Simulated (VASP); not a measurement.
Here is a VASP 6.6.1 calculation.

File INCAR:

```
PREC = Accurate
ENCUT = 520
EDIFF = 1E-8
ISMEAR = -1
SIGMA = 0.05
LREAL = F
LASPH = T
NELM = 100
ALGO = Normal
ISIF = 2
LWAVE = F
LCHARG = F
LEFG = T
NBANDS = 12
```

File KPOINTS:

```
Automatic mesh
0
Gamma
  15 15 15
```

File POSCAR:

```
Ag
1.0
    0.0000000000      2.0566308579      2.0566308579
    2.0566308579      0.0000000000      2.0566308579
    2.0566308579      2.0566308579      0.0000000000
Ag
1
Direct
    0.0000000000      0.0000000000      0.0000000000
```

Potentials or basis: VASP PAW LDA potentials, release 64 (Ag).

Launch:

```sh
$ cat potpaw_LDA.64/Ag/POTCAR > POTCAR
$ mpirun -np 1 vasp_std > vasp.out
```

Task: Estimate the pressure.

Result: -9.1 GPa.

Caveat: without QUAD_EFG the Cq values of the log hold for a quadrupole moment of 1 mb, not for the nuclei.
